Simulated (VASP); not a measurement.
# KAs2 (I4_1/amd) in VASP: notebook

Runs on KAs2. Level: PBE. Tasks: single point.

All numbers are computed with VASP 6.6.1; they aren't measurements. Logs are shortened: lines on timing, memory, paths and dates and some standing lists are left out, and cuts for length are marked.

## Step 1: The cell of the first run

Symmetry: I4_1/amd, No. 141, tetragonal system. Conventional cell: a = 4.499 Å, b = 4.499 Å, c = 15.645 Å, α = 90.00°, β = 90.00°, γ = 90.00°. K (site symmetry -4m2) has 12 As at 3.44 Å and 4 K at 4.50 Å within 4.5 Å. Within 3.4 Å of As (site symmetry 2mm) lie 3 As at 2.60 to 2.61 Å.

## Step 2: Single point, PBE

Contents of INCAR:

```
ALGO = Normal ; EDIFF = 1E-6
ENCUT = 520 ; GGA = PE
ISIF = 2 ; ISMEAR = 0
LASPH = T ; LCHARG = T
LELF = T ; LREAL = F
LVHAR = T ; LWAVE = F
NBANDS = 28 ; NELM = 60
PREC = Accurate ; SIGMA = 0.1
```

Contents of KPOINTS:

```
k-points
0
Gamma
  6 6 6
```

Contents of POSCAR:

```
KAs2
1.0
   -2.2497409614      2.2497409614      7.8222937064
    2.2497409614     -2.2497409614      7.8222937064
    2.2497409614      2.2497409614     -7.8222937064
K As
2 4
Direct
    0.0000000000      0.0000000000      0.0000000000
    0.7500000000      0.2500000000      0.5000000000
    0.4165000000      0.4165000000      0.0000000000
    0.1665000000      0.6665000000      0.5000000000
    0.3335000000      0.8335000000      0.5000000000
    0.5835000000      0.5835000000      0.0000000000
```

Potentials or basis: VASP PAW PBE potentials, release 64 (K_sv, As).

Started as:

```sh
> cat potpaw_PBE.64/K_sv/POTCAR potpaw_PBE.64/As/POTCAR > POTCAR
> mpirun -np 1 vasp_std > vasp.out
```

OUTCAR:

```text
EDIFF = 1E-6
   ENCUT = 520
   GGA = PE
   ISIF = 2
   ISMEAR = 0
   LASPH = T
   LREAL = F
   NELM = 60
   PREC = Accurate

 ion  position               nearest neighbor table
   1  0.000  0.000  0.000-
   2  0.750  0.250  0.500-
   3  0.416  0.416  0.000-   5 2.60   5 2.60   6 2.61
   4  0.166  0.666  0.500-   6 2.60   6 2.60   5 2.61
   5  0.334  0.834  0.500-   3 2.60   3 2.60   4 2.61
   6  0.584  0.584  0.000-   4 2.60   4 2.60   3 2.61

  LATTYP: Found a body centered tetragonal cell.
 ALAT       =     4.4994819228
 C/A-ratio  =     3.4769752788

  Lattice vectors:

 A1 = (  -2.2497409614,   2.2497409614,   7.8222937064)
 A2 = (   2.2497409614,  -2.2497409614,   7.8222937064)
 A3 = (   2.2497409614,   2.2497409614,  -7.8222937064)

Analysis of symmetry for initial positions (statically):
=====================================================================
 Subroutine PRICEL returns:
 Original cell was already a primitive cell.

 Routine SETGRP: Setting up the symmetry group for a
 body centered tetragonal supercell.

 Subroutine GETGRP returns: Found 16 space group operations
 (whereof  8 operations were pure point group operations)
 out of a pool of 16 trial point group operations.

The static configuration has the point symmetry D_2d.
 The point group associated with its full space group is D_4h.

Analysis of symmetry for dynamics (positions and initial velocities):
=====================================================================
 Subroutine PRICEL returns:
 Original cell was already a primitive cell.

 Routine SETGRP: Setting up the symmetry group for a
 body centered tetragonal supercell.

 Subroutine GETGRP returns: Found 16 space group operations
 (whereof  8 operations were pure point group operations)
 out of a pool of 16 trial point group operations.

The dynamic configuration has the point symmetry D_2d.
 The point group associated with its full space group is D_4h.

 Subroutine INISYM returns: Found 16 space group operations
 (whereof  8 operations are pure point group operations),
 and found     1 'primitive' translations

----------------------------------------------------------------------------------------

                                     Primitive cell

  volume of cell :     158.3650

  direct lattice vectors                    reciprocal lattice vectors
    -2.249740961  2.249740961  7.822293706     0.000000000  0.222247809  0.063919870
     2.249740961 -2.249740961  7.822293706     0.222247809  0.000000000  0.063919870
     2.249740961  2.249740961 -7.822293706     0.222247809  0.222247809  0.000000000

  length of vectors
     8.444580962  8.444580962  8.444580962     0.231257083  0.231257083  0.314305866

  position of ions in fractional coordinates (direct lattice)
     0.000000000  0.000000000  0.000000000
     0.750000000  0.250000000  0.500000000
     0.416500000  0.416500000  0.000000000
     0.166500000  0.666500000  0.500000000
     0.333500000  0.833500000  0.500000000
     0.583500000  0.583500000  0.000000000

  ion indices of the primitive-cell ions
   primitive index   ion index
                 1           1
                 2           2
                 3           3
                 4           4
                 5           5
                 6           6

----------------------------------------------------------------------------------------

 KPOINTS: k-points

Automatic generation of k-mesh.
 Grid dimensions read from file:
 generate k-points for:    6    6    6

 Generating k-lattice:

  Cartesian coordinates                     Fractional coordinates (reciprocal lattice)
     0.000000000  0.037041302  0.010653312     0.166666667 -0.000000000  0.000000000
     0.037041302  0.000000000  0.010653312    -0.000000000  0.166666667  0.000000000
     0.037041302  0.037041302  0.000000000     0.000000000  0.000000000  0.166666667

  Length of vectors
     0.038542847  0.038542847  0.052384311

  Shift w.r.t. Gamma in fractional coordinates (k-lattice)
     0.000000000  0.000000000  0.000000000

 Subroutine IBZKPT returns following result:
 ===========================================

 Found     30 irreducible k-points:

 Following reciprocal coordinates:
            Coordinates               Weight
  0.000000  0.000000  0.000000      1.000000
  0.166667  0.000000  0.000000      8.000000
  0.333333 -0.000000  0.000000      8.000000
  0.500000  0.000000  0.000000      4.000000
  0.166667  0.166667  0.000000      8.000000
  0.333333  0.166667  0.000000     16.000000
[... 16 lines left out ...]
 -0.333333 -0.333333  0.166667      8.000000
 -0.166667 -0.333333  0.166667      8.000000
 [... further k-points ...]
   k-points           NKPTS =     30   k-points in BZ     NKDIM =     30   number of bands    NBANDS=     28
   number of dos      NEDOS =    301   number of ions     NIONS =      6
   total plane-waves  NPLWV = 262144
   dimension x,y,z NGX =    64 NGY =   64 NGZ =   64
   dimension x,y,z NGXF=   128 NGYF=  128 NGZF=  128
   ions per type =               2   4
   NGX,Y,Z   is equivalent  to a cutoff of  12.60, 12.60, 12.60 a.u.
   NGXF,Y,Z  is equivalent  to a cutoff of  25.20, 25.20, 25.20 a.u.
 SYSTEM =  unknown system
   PREC   = accura    normal or accurate (medium, high low for compatibility)
   ISTART =      0    job   : 0-new  1-cont  2-samecut
   ICHARG =      2    charge: 1-file 2-atom 10-const
   ISPIN  =      1    spin polarized calculation?
   LNONCOLLINEAR =      F non collinear calculations
   LSORBIT =      F    spin-orbit coupling
   LASPH  =      T    aspherical Exc in radial PAW
   ENCUT  =  520.0 eV  38.22 Ry    6.18 a.u.  15.70 15.70 15.70*2*pi/ulx,y,z
   NELM   =     60;   NELMIN=  2; NELMDL= -5     # of ELM steps
   EDIFF  = 0.1E-05   stopping-criterion for ELM
   LREAL  =      F    real-space projection
   EDIFFG = 0.1E-04   stopping-criterion for IOM
   NSW    =      0    number of steps for IOM
   IBRION =     -1    ionic relax: 0-MD 1-quasi-New 2-CG
   NFREE  =      0    steps in history (QN), initial steepest desc. (CG)
   ISIF   =      2    stress and relaxation
   ISYM   =      2    0-nonsym 1-usesym 2-fastsym
   POTIM  = 0.5000    time-step for ionic-motion
   TEBEG  =    0.0;   TEEND  =   0.0 temperature during run
   PSTRESS=    0.0 pullay stress
   NELECT =      38.0000    total number of electrons
   NUPDOWN=      -1.0000    fix difference up-down
   EMIN   =  10.00;   EMAX   =-10.00  energy-range for DOS
   EFERMI =   0.00;   METHOD = LEGACY
   ISMEAR =     0;   SIGMA  =   0.10  broadening in eV -4-tet -1-fermi 0-gaus
   EFERMI_NEDOS =   21; number of points for ismear=-14 and -15
   IALGO  =     38    algorithm
   IMIX   =      4    mixing-type and parameters
     AMIX     =   0.40;   BMIX     =  1.00
     AMIX_MAG =   1.60;   BMIX_MAG =  1.00
  volume/ion in A,a.u.               =      26.39       178.12
  Fermi-wavevector in a.u.,A,eV,Ry     =   1.017301  1.922421 14.080699  1.034902
  Thomas-Fermi vector in A             =   2.150694
   LORBIT       =      0    0 simple, 1 ext, 2 COOP (PROOUT), +10 PAW based schemes
   GGA     = PE    functional components
   LHFCALC =     F    Hartree Fock is set to
   AEXX    =    0.0000 exact exchange contribution
   IVDW    =     0    specifies the selected vdW correction
   LEPSILON=     F    determine dielectric tensor
   LRPA    =     F    only Hartree local field effects (RPA)
 non-spin polarized calculation
 Gauss-broadening in eV      SIGMA  =   0.10
  energy-cutoff  :      520.00
  volume of cell :      158.36
 maximum number of plane-waves:      4297
   NGX = 31   NGY = 31   NGZ = 31

 number of electron      38.0000001 magnetization

 Free energy of the ion-electron system (eV)
  ---------------------------------------------------
  ext. energy  EPLUGINS =         0.00000000
  ---------------------------------------------------
  free energy    TOTEN  =       -21.91660095 eV

  energy without entropy =      -21.90188327  energy(sigma->0) =      -21.90924211

 E-fermi :   2.7910     XC(G=0):  -8.8869

 val. band max:        2.7263456857   @ k =   0.3333   0.1667   0.1667
 cond. band min:       2.8150055374   @ k =   0.3333  -0.0000   0.0000
 fundamental gap:      0.0886598517
 Fermi energy:         2.7909932541

 k-point     1 :       0.0000    0.0000    0.0000
  band No.  band energies     occupation
      1     -27.3350      2.00000
      2     -27.3289      2.00000
      3     -11.0846      2.00000
      4     -10.8673      2.00000
      5     -10.8673      2.00000
      6     -10.8664      2.00000
[... 20 lines left out ...]
     27       7.9762      0.00000
     28       8.1982      0.00000

 k-point     2 :       0.1667    0.0000    0.0000
  band No.  band energies     occupation
      1     -27.3338      2.00000
      2     -27.3284      2.00000
      3     -11.0511      2.00000
      4     -10.9906      2.00000
      5     -10.9033      2.00000
      6     -10.8666      2.00000
[... 20 lines left out ...]
     27       8.0435      0.00000
     28       8.5172      0.00000

 k-point     3 :       0.3333   -0.0000    0.0000
  band No.  band energies     occupation
      1     -27.3314      2.00000
      2     -27.3275      2.00000
      3     -11.1522      2.00000
      4     -11.0077      2.00000
      5     -10.9395      2.00000
      6     -10.8609      2.00000
[... 20 lines left out ...]
     27       8.1007      0.00000
     28       8.2916      0.00000

 k-point     4 :       0.5000    0.0000    0.0000
  band No.  band energies     occupation
      1     -27.3300      2.00000
      2     -27.3272      2.00000
      3     -11.2111      2.00000
      4     -11.0323      2.00000
      5     -10.9023      2.00000
      6     -10.8578      2.00000
[... 20 lines left out ...]
     27       8.0190      0.00000
     28       8.3324      0.00000

 k-point     5 :       0.1667    0.1667    0.0000
  band No.  band energies     occupation
      1     -27.3325      2.00000
      2     -27.3281      2.00000
      3     -11.0253      2.00000
      4     -11.0234      2.00000
      5     -10.9049      2.00000
      6     -10.8891      2.00000
[... 20 lines left out ...]
     27       8.2586      0.00000
     28       8.4680      0.00000

 k-point     6 :       0.3333    0.1667    0.0000
  band No.  band energies     occupation
      1     -27.3301      2.00000
      2     -27.3272      2.00000
      3     -11.1145      2.00000
      4     -10.9994      2.00000
      5     -10.9148      2.00000
      6     -10.8955      2.00000
[... 463 lines left out ...]
      5     -10.9012      2.00000
      6     -10.8891      2.00000
[... 20 lines left out ...]
     27       8.2940      0.00000
     28       8.6769      0.00000

 k-point    22 :      -0.1667    0.5000    0.1667
  band No.  band energies     occupation
      1     -27.3307      2.00000
      2     -27.3282      2.00000
      3     -11.1561      2.00000
      4     -11.0181      2.00000
      5     -10.9070      2.00000
      6     -10.8640      2.00000
[... 20 lines left out ...]
     27       8.2089      0.00000
     28       8.2550      0.00000

 k-point    23 :      -0.3333   -0.3333    0.1667
  band No.  band energies     occupation
      1     -27.3316      2.00000
      2     -27.3290      2.00000
      3     -11.0297      2.00000
      4     -11.0268      2.00000
      5     -10.8996      2.00000
      6     -10.8826      2.00000
[... 20 lines left out ...]
     27       8.0714      0.00000
     28       8.2848      0.00000

 k-point    24 :      -0.1667   -0.3333    0.1667
  band No.  band energies     occupation
      1     -27.3331      2.00000
      2     -27.3291      2.00000
      3     -11.0483      2.00000
      4     -10.9971      2.00000
      5     -10.8937      2.00000
      6     -10.8724      2.00000
[... 20 lines left out ...]
     27       7.8637      0.00000
     28       8.5367      0.00000

 [... further k-points ...]
[... 5 lines left out ...]
  --------------------------------------------------------------------------------------
  -------------------------------------------------------------------------------------
  Total        3.1854333      3.1854333      0.5576339      0.0000000     -0.0000000      0.0000000
  in kB       32.2270061     32.2270061      5.6415782      0.0000000     -0.0000000      0.0000000
  external PRESSURE =      23.3651968 kB  Pullay stress =       0.0000000 kB

 VOLUME and BASIS-vectors are now :
 -----------------------------------------------------------------------------
  energy-cutoff  :      520.00
  volume of cell :      158.36
      direct lattice vectors                 reciprocal lattice vectors
    -2.249740961  2.249740961  7.822293706     0.000000000  0.222247809  0.063919870
     2.249740961 -2.249740961  7.822293706     0.222247809  0.000000000  0.063919870
     2.249740961  2.249740961 -7.822293706     0.222247809  0.222247809  0.000000000

 POSITION                                       TOTAL-FORCE (eV/Angst)
 -----------------------------------------------------------------------------------
      0.00000      0.00000      0.00000         0.000000      0.000000      0.000000
      0.00000      2.24974      3.91115         0.000000      0.000000      0.000000
      0.00000      0.00000      6.51597         0.000000      0.000000      0.441861
      2.24974      0.00000      2.60482         0.000000      0.000000      0.441861
      2.24974      0.00000      5.21747        -0.000000     -0.000000     -0.441861
      0.00000      0.00000      9.12862        -0.000000     -0.000000     -0.441861
 -----------------------------------------------------------------------------------
    total drift:                               -0.000000     -0.000000     -0.000000

  FREE ENERGIE OF THE ION-ELECTRON SYSTEM (eV)
  ---------------------------------------------------
  free  energy   TOTEN  =       -21.9166009531 eV

  energy  without entropy=      -21.9018832669  energy(sigma->0) =      -21.90924211
```

Run time: 7.4 min. Hardware: 1 thread of Intel Xeon Platinum 8259CL at 2.50GHz (Skylake/Cascade Lake), shared host; peak memory 0.6 GiB.

Results:

```yaml
Free_energy: -21.9166 eV
Pressure: 2.3 GPa
Largest_force: 0.442 eV/Å
Band_gap_on_the_k_mesh: zero (band 19 reaches 3.54 eV, above the bottom of band 20 at 2.06 eV)
```

Forces in eV/Å, atoms in the order of the input:
```
K    0.000  0.000  0.000
K    0.000  0.000  0.000
As   0.000  0.000  0.442
As   0.000  0.000  0.442
As   0.000  0.000 -0.442
As   0.000  0.000 -0.442
```

Stress tensor (GPa, compression positive):
```
3.22 0.00 0.00
0.00 3.22 0.00
0.00 0.00 0.56
```

## Step 3: Single point, PBE

This run uses another cell than the first one, of 29.60 Å³/atom, 1.121 times its volume.

Contents of INCAR:

```
  PREC = Accurate
  ENCUT = 520
  EDIFF = 1E-6
  ISMEAR = 0
  SIGMA = 0.1
  LREAL = False
  LASPH = True
  NELM = 60
  ALGO = Normal
  ISIF = 2
  LWAVE = False
  LCHARG = False
  GGA = PE
  NBANDS = 28
```

Contents of KPOINTS:

```
regular mesh
0
Gamma
  6 6 6
```

Contents of POSCAR:

```
KAs2
1.0
   -2.5239115017      2.5239115017      6.9689822450
    2.5239115017     -2.5239115017      6.9689822450
    2.5239115017      2.5239115017     -6.9689822450
K As
2 4
Direct
    0.0000000000      0.0000000000      0.0000000000
    0.7500000000      0.2500000000      0.5000000000
    0.4148918986      0.4148918986      0.0000000000
    0.1648918986      0.6648918986      0.5000000000
    0.3351081014      0.8351081014      0.5000000000
    0.5851081014      0.5851081014      0.0000000000
```

Potentials or basis: VASP PAW PBE potentials, release 64 (K_sv, As).

Started as:

```sh
> cat potpaw_PBE.64/K_sv/POTCAR potpaw_PBE.64/As/POTCAR > POTCAR
> mpirun -np 1 vasp_std > vasp.out
```

It took 4.7 min on 1 thread of Intel Xeon Platinum 8259CL at 2.50GHz (Skylake/Cascade Lake), shared host; peak memory 0.52 GiB.

Results (log left out):

```yaml
Free_energy: -22.3711 eV
Pressure: 0.2 GPa
Largest_force: 0.051 eV/Å
Band_gap_on_the_k_mesh: zero (band 19 reaches 3.14 eV, above the bottom of band 20 at 1.62 eV)
```

Forces on the atoms (eV/Å):
```
K    0.000  0.000  0.000
K    0.000  0.000  0.000
As   0.000  0.000 -0.051
As   0.000  0.000 -0.051
As   0.000  0.000  0.051
As   0.000  0.000  0.051
```

Stress tensor (GPa, compression positive):
```
0.20 0.00 0.00
0.00 0.20 0.00
0.00 0.00 0.32
```

Levels at points of the mesh, in eV from the Fermi level:
```tsv
k point	band 15	band 16	band 17	band 18	band 19	band 20	band 21	band 22	band 23	band 24
(0.00, 0.00, 0.00)	-2.93	-2.46	-2.20	-2.20	0.96	0.96	1.55	2.23	2.41	2.97
(0.50, 0.00, 0.00)	-3.54	-2.38	-1.39	-0.66	-0.62	0.73	1.82	3.04	3.08	3.43
(0.50, 0.50, 0.00)	-2.01	-2.01	-1.74	-1.74	0.55	0.55	1.96	1.96	4.04	4.04
(0.50, 0.50, 0.50)	-2.55	-2.55	-1.62	-1.62	-0.18	-0.18	1.93	1.93	3.28	3.28
```
